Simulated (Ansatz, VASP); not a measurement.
One calculation of BAs, two programs

```
As B
1.0
     0.00000    2.38850    2.38850
     2.38850    0.00000    2.38850
     2.38850    2.38850    0.00000
As B
1 1
Direct
  0.75000 0.75000 0.75000
  0.00000 0.00000 0.00000
```

Alike in both runs: task single point; functional PBE; k mesh 10 × 10 × 10; occupations gaussian, width 0.026 eV; no spin polarisation.

```csv
,VASP,Ansatz
version,VASP 6.6.1,Ansatz 0.2.0
potentials or method,"VASP PAW PBE potentials, release 64 (As, B)",Ansatz PAW
plane-wave cutoff (eV),520,420
valence electrons in the cell,8,18
```

VASP gave:

| Quantity | Value |
| --- | --- |
| gap on the k mesh at the Fermi level (eV) | 1.18 |
| least direct gap on the mesh (eV) | 3.28 |
| pressure (GPa) | 3.4 |

**Question.** Which values does Ansatz return?

**Answer.** gap on the k mesh at the Fermi level (eV): 1.18; least direct gap on the mesh (eV): 3.28; pressure (GPa): 2.8.

VASP's potentials hold 8 valence electrons a cell and Ansatz's 18, so a difference there can come from the potentials and not from the codes.
